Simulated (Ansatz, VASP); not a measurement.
# Two plane-wave programs on W

The input INCAR:

```
SYSTEM = W
PREC = Accurate ; ENCUT = 500
EDIFF = 1E-7 ; ISMEAR = 0
SIGMA = 0.1 ; LREAL = .False.
LASPH = .True. ; NELM = 120
ALGO = Normal ; ISIF = 3
LWAVE = .False. ; LCHARG = .False.
GGA = CA ; IBRION = 2
NSW = 100 ; EDIFFG = -0.05
GGA_COMPAT = .False. ; NELMIN = 4
```

KPOINTS

```
regular mesh
0
Gamma
  8 8 8
  0 0 0
```

The input POSCAR:

```
W
1.0
    0.0000000000      2.0300000000      2.0300000000
    2.0300000000      0.0000000000      2.0300000000
    2.0300000000      2.0300000000      0.0000000000
W
1
Direct
    0.0000000000      0.0000000000      0.0000000000
```

Input for Ansatz:

```yaml
crystal:
  lattice:
    - [0.0, 2.03, 2.03]
    - [2.03, 0.0, 2.03]
    - [2.03, 2.03, 0.0]
  atoms:
    - { symbol: W, position: [0.0, 0.0, 0.0] }
basis:
  ecutwfc: 420
kpoints:
  mp_grid: { grid: [8, 8, 8] }
hamiltonian:
  xc: lda
scf:
  occupations: { method: gaussian, width: 0.1 }
output:
  forces: true
  stress: true
  eigenvalues: true
relax:
  adjacent_minimum: "off"
  f_tol: 0.05
  max_steps: 80
  cell: { stress_tol: 0.5 }
```

Alike in both runs: task relaxation of cell and atoms; functional LDA; k mesh 8 × 8 × 8; occupations gaussian, width 0.1 eV; no spin polarisation.

```csv
,VASP,Ansatz
version,VASP 6.6.1,Ansatz 0.2.0
potentials or method,"VASP PAW LDA potentials, release 64 (W_sv), cutoff 500 eV","scalar-relativistic, plane waves, PAW"
valence electrons in the cell,14,14
```

Ansatz gave:

- gap on the k mesh at the Fermi level, each at its own relaxed structure (eV): none
- relaxed volume (Å³/atom): 15.67
- relaxed cell length with the largest relative difference (Å): 2.809

Task: Estimate VASP's values.

Result: gap on the k mesh at the Fermi level, each at its own relaxed structure (eV): none; relaxed volume (Å³/atom): 15.80; relaxed cell length with the largest relative difference (Å): 2.816.

LDA's correlation is that of Perdew and Zunger in VASP and of Perdew and Wang (1992) in Ansatz. A gap of «none» marks a metal or a gap that the smearing closes.

Neither program's run includes spin-orbit coupling.
